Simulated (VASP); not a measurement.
Write the native input for VASP 6.6.1 that does the following.

```yaml
Task: single point
Functional: r2SCAN
Potentials_or_basis: VASP PAW PBE potentials, release 64 (Ir)
Cutoff: 520 eV
k_mesh: 12 × 12 × 16
Occupations: gaussian, width 0.1 eV
Spin: no spin polarisation
Dipole_correction: no
Further_INCAR_settings: ALGO = Normal; EDIFF = 1e-07; NBANDS = 20
```

The system is Ir.

```
Ir
1.0
     4.35085    0.00000    0.00000
    -2.17543    3.76795    0.00000
     0.00000    0.00000    2.67993
Ir
3
Cartesian
  0.0000 0.0000 0.0000
  0.0000 2.5120 1.3400
  2.1754 1.2560 1.3400
```

This isn't the form of Ir at room conditions, which is fcc.

One way to write it, as run:

POSCAR

```
Ir
1.0
    4.3508502784      0.0000000000      0.0000000000
   -2.1754251392      3.7679468691      0.0000000000
    0.0000000000      0.0000000000      2.6799313043
Ir
3
Direct
    0.0000000000      0.0000000000      0.0000000000
    0.3333333333      0.6666666667      0.5000000000
    0.6666666667      0.3333333333      0.5000000000
```

INCAR.step1

```
PREC = Accurate
ENCUT = 520
ISMEAR = 0
SIGMA = 0.1
LREAL = False
LASPH = True
NELM = 100
NBANDS = 20
GGA = PE
ALGO = Normal
EDIFF = 1E-4
LWAVE = True
LCHARG = False
```

INCAR.step2

```
PREC = Accurate
ENCUT = 520
EDIFF = 1E-7
ISMEAR = 0
SIGMA = 0.1
LREAL = False
LASPH = True
NELM = 100
ALGO = Normal
ISIF = 2
LWAVE = False
LCHARG = False
METAGGA = R2SCAN
LMIXTAU = True
NBANDS = 20
ISTART = 1
```

KPOINTS

```
Automatic mesh
0
Gamma
  12 12 16
```

Potentials or basis: VASP PAW PBE potentials, release 64 (Ir).

Run with:

```bash
$ cat potpaw_PBE.64/Ir/POTCAR > POTCAR
$ cp INCAR.step1 INCAR
$ mpirun -np 1 vasp_std > vasp.out
$ cp INCAR.step2 INCAR
$ mpirun -np 1 vasp_std > vasp.out
```

It gave:

| Property | Result |
| --- | --- |
| Pressure | 2.3 GPa |
| Band gap on the k mesh | zero (an odd number of electrons rules out a gap without spin polarisation) |

Caveat: the PAW data sets were made with another functional, which shifts forces and pressure a little; spin-orbit coupling is left out, which moves the levels of the heavy elements.

Run time: 14 min on 1 thread of Oxide Virtual Turin-like Processor, with other jobs on the host, peak memory 0.22 GiB.
